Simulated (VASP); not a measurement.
Wanted: the native input for a VASP 6.6.1 run.

```
Task                   : single point
Functional             : PBE
Potentials or basis    : VASP PAW PBE potentials, release 64 (Al, Ni)
Cutoff                 : 520 eV
k mesh                 : 14 × 14 × 14
Occupations            : gaussian, width 0.1 eV
Spin                   : collinear spin, ferromagnetic start
Starting moments       : [0.0, -0.3, -0.3, -0.3] μB
Dipole correction      : no
Further INCAR settings : ALGO = Normal; EDIFF = 1e-06; NBANDS = 28
```

The structure of AlNi3 lies in POSCAR:

```
AlNi3
1.0
    3.6818930349      0.0000000000      0.0000000000
    0.0000000000      3.6818930349      0.0000000000
    0.0000000000      0.0000000000      3.6818930349
Al Ni
1 3
Direct
    0.0000000000      0.0000000000      0.0000000000
    0.0000000000      0.5000000000      0.5000000000
    0.5000000000      0.0000000000      0.5000000000
    0.5000000000      0.5000000000      0.0000000000
```

These files were run (other wordings do the same):

INCAR

```
SYSTEM = AlNi3
  PREC = Accurate
  ENCUT = 520
  EDIFF = 1E-6
  ISMEAR = 0
  SIGMA = 0.1
  LREAL = .FALSE.
  LASPH = .TRUE.
  NELM = 150
  ALGO = Normal
  ISIF = 2
  LWAVE = .FALSE.
  LCHARG = .TRUE.
  ISPIN = 2
  MAGMOM = 0 -0.3 -0.3 -0.3
  LORBIT = 11
  LMAXMIX = 4
  GGA = PE
  LELF = .TRUE.
  LVHAR = .TRUE.
  NBANDS = 28
```

KPOINTS

```
Automatic mesh
0
G
  14 14 14
  0 0 0
```

Potentials or basis: VASP PAW PBE potentials, release 64 (Al, Ni).

Run with:

```bash
$ cat potpaw_PBE.64/Al/POTCAR potpaw_PBE.64/Ni/POTCAR > POTCAR
$ mpirun -np 1 vasp_std > vasp.out
```

Results of the run:

The pressure is -13.7 GPa, the net moment is -0.75 μB per cell and the site moments are Al +0.01; Ni -0.27 μB. The valence electrons inside the program's atomic spheres are Al 0.75; Ni 9.23.

Caveat: the cell stands under tension.

It took 110 s on 1 thread of Intel(R) Xeon(R) 6975P-C (Granite Rapids), with other jobs on the host, peak memory 0.34 GiB.
